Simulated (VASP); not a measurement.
# Ge (P1) in VASP: single point with PBEsol

Aim: the single point of Ge with PBEsol.

Program: VASP 6.6.1. These are calculated values, not measurements. Logs are shortened: lines on timing, memory, paths and dates and some standing lists are left out, and cuts for length are marked.

### Step 1. The cell of the first run

The typed cell holds 16 atoms: a = 8.136 Å, b = 8.136 Å, c = 8.136 Å, α = 60.00°, β = 60.00°, γ = 60.00°.

### Step 2. Single point, PBEsol

INCAR reads:

```
PREC     = Accurate       # precision mode
ENCUT    = 520            # plane-wave cutoff, eV
EDIFF    = 1E-7           # SCF threshold, eV
ISMEAR   = -1             # smearing method
SIGMA    = 0.24           # smearing width, eV
LREAL    = Auto         
LASPH    = True           # aspherical terms in the spheres
NELM     = 80             # most SCF steps
ALGO     = Normal         # electronic algorithm
ISIF     = 2              # what is computed and relaxed
LWAVE    = False          # write WAVECAR
LCHARG   = False          # write CHGCAR
GGA      = PS             # functional
NBANDS   = 126            # bands
```

KPOINTS reads:

```
Automatic mesh
0
Gamma
  2 2 2
```

POSCAR reads:

```
Ge
1.0
    0.0000000000      5.7528030000      5.7528030000
    5.7528030000      0.0000000000      5.7528030000
    5.7528030000      5.7528030000      0.0000000000
Ge
16
Direct
    0.0090390719     -0.0483242691      0.1736370948
    0.1957045983      0.1998243291      0.1247826494
   -0.0995601622      0.1462156796      0.4811306766
    0.1833888628      0.0359476937      0.7533718780
   -0.1077387840      0.4887356650      0.0355478886
    0.0859233316      0.5752673957      0.1468849185
    0.1463547422      0.3663344634      0.5276645142
    0.1282939812      0.7230301472      0.7260373769
    0.5329228204      0.0198164269     -0.0718606217
    0.6988853955      0.0970570346      0.0736423618
    0.4831905421     -0.0344180046      0.4670071268
    0.7283145277     -0.1135185752      0.5977520871
    0.4398377626      0.4348315074      0.0479766124
    0.5316886394      0.6551067367      0.1130057817
    0.4065757162      0.4186220178      0.5284293587
    0.7017883282      0.4339536744      0.5524002821
```

Potentials or basis: VASP PAW PBE potentials, release 64 (Ge_d).

Command:

```
$ cat potpaw_PBE.64/Ge_d/POTCAR > POTCAR
$ mpirun -np 1 vasp_std > vasp.out
```

OUTCAR:

```text
PREC = Accurate
   ENCUT = 520
   EDIFF = 1E-7
   ISMEAR = -1
   LREAL = Auto
   LASPH = True
   NELM = 80
   ISIF = 2
   GGA = PS

 ion  position               nearest neighbor table
   1  0.009  0.952  0.174-  10 2.56   4 2.82   2 2.86   6 2.90
   2  0.196  0.200  0.125-   9 2.48   5 2.54   3 2.68   6 2.80   1 2.86
   3  0.900  0.146  0.481-  16 2.25  12 2.64   2 2.68
   4  0.183  0.036  0.753-   7 2.34  11 2.44   1 2.82
   5  0.892  0.489  0.036-  14 2.42   2 2.54   6 2.64   8 2.77
   6  0.086  0.575  0.147-  13 2.36   5 2.64   2 2.80   7 2.85   8 2.90   1 2.90
   7  0.146  0.366  0.528-   4 2.34  15 2.36   6 2.85
   8  0.128  0.723  0.726-   5 2.77   6 2.90
   9  0.533  0.020  0.928-   2 2.48  14 2.57  10 2.61  12 2.80
  10  0.699  0.097  0.074-  13 2.47   1 2.56   9 2.61  11 2.70
  11  0.483  0.966  0.467-  12 2.38   4 2.44  10 2.70
  12  0.728  0.886  0.598-  11 2.38   3 2.64   9 2.80
  13  0.440  0.435  0.048-   6 2.36  10 2.47  14 2.59
  14  0.532  0.655  0.113-   5 2.42   9 2.57  13 2.59  15 2.86
  15  0.407  0.419  0.528-   7 2.36  16 2.57  14 2.86
  16  0.702  0.434  0.552-   3 2.25  15 2.57

  LATTYP: Found a face centered cubic cell.
 ALAT       =    11.5056060000

  Lattice vectors:

 A1 = (   0.0000000000,   5.7528030000,   5.7528030000)
 A2 = (   5.7528030000,   0.0000000000,   5.7528030000)
 A3 = (   5.7528030000,   5.7528030000,   0.0000000000)

Analysis of symmetry for initial positions (statically):
=====================================================================
 Subroutine PRICEL returns:
 Original cell was already a primitive cell.

 Routine SETGRP: Setting up the symmetry group for a
 face centered cubic supercell.

 Subroutine GETGRP returns: Found  1 space group operations
 (whereof  1 operations were pure point group operations)
 out of a pool of 48 trial point group operations.

The static configuration has the point symmetry C_1 .

Analysis of symmetry for dynamics (positions and initial velocities):
=====================================================================
 Subroutine PRICEL returns:
 Original cell was already a primitive cell.

 Routine SETGRP: Setting up the symmetry group for a
 face centered cubic supercell.

 Subroutine GETGRP returns: Found  1 space group operations
 (whereof  1 operations were pure point group operations)
 out of a pool of 48 trial point group operations.

The dynamic configuration has the point symmetry C_1 .

 Subroutine INISYM returns: Found  1 space group operations
 (whereof  1 operations are pure point group operations),
[... 113 lines left out ...]
   ISIF   =      2    stress and relaxation
   ISYM   =      2    0-nonsym 1-usesym 2-fastsym
   POTIM  = 0.5000    time-step for ionic-motion
   TEBEG  =    0.0;   TEEND  =   0.0 temperature during run
   PSTRESS=    0.0 pullay stress
   NELECT =     224.0000    total number of electrons
   NUPDOWN=      -1.0000    fix difference up-down
   EMIN   =  10.00;   EMAX   =-10.00  energy-range for DOS
   EFERMI =   0.00;   METHOD = LEGACY
   ISMEAR =    -1;   SIGMA  =   0.24  broadening in eV -4-tet -1-fermi 0-gaus
   EFERMI_NEDOS =   21; number of points for ismear=-14 and -15
   IALGO  =     38    algorithm
   IMIX   =      4    mixing-type and parameters
     AMIX     =   0.40;   BMIX     =  1.00
     AMIX_MAG =   1.60;   BMIX_MAG =  1.00
  volume/ion in A,a.u.               =      23.80       160.60
  Fermi-wavevector in a.u.,A,eV,Ry     =   1.371728  2.592190 25.601235  1.881638
  Thomas-Fermi vector in A             =   2.497399
   LORBIT       =      0    0 simple, 1 ext, 2 COOP (PROOUT), +10 PAW based schemes
   GGA     = PS    functional components
   LHFCALC =     F    Hartree Fock is set to
   AEXX    =    0.0000 exact exchange contribution
   IVDW    =     0    specifies the selected vdW correction
   LEPSILON=     F    determine dielectric tensor
   LRPA    =     F    only Hartree local field effects (RPA)
 non-spin polarized calculation
  energy-cutoff  :      520.00
  volume of cell :      380.78
 maximum number of plane-waves:     10272
 NGX is ok and might be reduce to    64
   NGX = 31   NGY = 31   NGZ = 31

 number of electron     223.9999990 magnetization

 Free energy of the ion-electron system (eV)
  ---------------------------------------------------
  ext. energy  EPLUGINS =         0.00000000
  ---------------------------------------------------
  free energy    TOTEN  =       -71.05689851 eV

  energy without entropy =      -69.48593122  energy(sigma->0) =      -70.27141486

 E-fermi :   4.1646     XC(G=0): -10.0717

 val. band max:        4.1470077941   @ k =   0.5000   0.0000   0.0000
 cond. band min:       4.1747214084   @ k =   0.0000   0.5000   0.5000
 fundamental gap:      0.0277136143
 Fermi energy:         4.1646291831

 k-point     1 :       0.0000    0.0000    0.0000
  band No.  band energies     occupation
      1     -20.5889      2.00000
      2     -20.5093      2.00000
      3     -20.4948      2.00000
      4     -20.4620      2.00000
      5     -20.4502      2.00000
      6     -20.4395      2.00000
[... 1005 lines left out ...]
    123       7.0701      0.00001
    124       7.2845      0.00000
 [bands above 124 left out]

------------------------ aborting loop because EDIFF is reached ----------------------------------------

  FORCE on cell =-STRESS in cart. coord.  units (eV):
  Direction    XX          YY          ZZ          XY          YZ          ZX
  --------------------------------------------------------------------------------------
  -------------------------------------------------------------------------------------
  Total       -2.9021197     -3.7796049     -2.8451627     -6.0078676      4.4176510      0.9407190
  in kB      -12.2111734    -15.9033451    -11.9715172    -25.2791480     18.5880349      3.9582390
  external PRESSURE =     -13.3620119 kB  Pullay stress =       0.0000000 kB

 VOLUME and BASIS-vectors are now :
 -----------------------------------------------------------------------------
  energy-cutoff  :      520.00
  volume of cell :      380.78
      direct lattice vectors                 reciprocal lattice vectors
     0.000000000  5.752803000  5.752803000    -0.086914153  0.086914153  0.086914153
     5.752803000  0.000000000  5.752803000     0.086914153 -0.086914153  0.086914153
     5.752803000  5.752803000  0.000000000     0.086914153  0.086914153 -0.086914153

 POSITION                                       TOTAL-FORCE (eV/Angst)
 -----------------------------------------------------------------------------------
      6.47370      1.05090      5.52680        -0.305275      0.078709     -0.102083
      1.86740      1.84370      2.27540         0.570307     -0.148646     -0.813607
      3.60900      7.94790      6.02120        -2.750794      1.260596     -0.555454
      4.54080      5.38900      1.26180        -0.009215      0.789635     -1.782474
      3.01610      5.33750      7.94460        -0.519080      0.305626      0.715608
      4.15440      1.33930      3.80370         1.217578     -0.554400     -0.375209
[... 8 lines left out ...]
      5.44820      5.37890      4.74720         0.492969      0.331393      1.210426
      5.67430      7.21510      6.53370         2.318320     -0.866554      0.578948
 -----------------------------------------------------------------------------------
    total drift:                                0.000674     -0.001411     -0.000570

  FREE ENERGIE OF THE ION-ELECTRON SYSTEM (eV)
  ---------------------------------------------------
  free  energy   TOTEN  =       -71.0568985087 eV

  energy  without entropy=      -69.4859312169  energy(sigma->0) =      -70.27141486
```

OSZICAR:

```text
N       E                     dE             d eps       ncg     rms          rms(c)
DAV:   1     0.351644168922E+04    0.35164E+04   -0.95374E+04  2318   0.485E+03
DAV:   2     0.720488281967E+03   -0.27960E+04   -0.27214E+04  2016   0.125E+03
DAV:   3     0.416295804502E+02   -0.67886E+03   -0.65496E+03  2040   0.310E+02
[... 10 lines left out ...]
DAV:  14    -0.710568936833E+02   -0.12841E-04   -0.14931E-04  2216   0.177E-01    0.605E-03
DAV:  15    -0.710568962759E+02   -0.25927E-05   -0.34492E-05  2536   0.958E-02    0.253E-03
DAV:  16    -0.710568984153E+02   -0.21393E-05   -0.23295E-05  2352   0.343E-02    0.196E-03
DAV:  17    -0.710568985764E+02   -0.16113E-06   -0.33602E-06  1792   0.249E-02    0.117E-03
DAV:  18    -0.710568984156E+02    0.16081E-06   -0.24015E-07  1512   0.201E-02    0.348E-04
DAV:  19    -0.710568985087E+02   -0.93132E-07   -0.88217E-07  1912   0.839E-03
   1 F= -.71056899E+02 E0= -.70271415E+02  d E =-.157097E+01
```

It took 34 min on 1 thread of Intel Xeon 8259CL, shared host; peak memory 0.68 GiB.

What came out:

```yaml
Free_energy: -71.0569 eV
Pressure: -1.3 GPa
Largest_force: 3.076 eV/Å
Band_gap_on_the_k_mesh: zero (bands 112 and 113 overlap by 0.29 eV)
```

Forces on the atoms (eV/Å):
```
Ge  -0.305  0.079 -0.102
Ge   0.570 -0.149 -0.814
Ge  -2.751  1.261 -0.555
Ge  -0.009  0.790 -1.782
Ge  -0.519  0.306  0.716
Ge   1.218 -0.554 -0.375
Ge  -0.017 -1.694  0.233
Ge   0.019 -0.120  0.022
Ge  -0.656 -0.047  0.361
Ge  -0.087 -0.165 -0.491
Ge  -0.660 -1.027  0.104
Ge   0.271  1.357  0.866
Ge  -0.363  0.613  0.974
Ge   0.478 -0.113 -0.945
Ge   0.493  0.331  1.210
Ge   2.318 -0.867  0.579
```

Caveat: the k points lie up to 0.47 Å⁻¹ apart; semilocal functionals underestimate gaps, so a narrow gap can read as zero; the PAW data sets were made with another functional, which shifts forces and pressure a little.
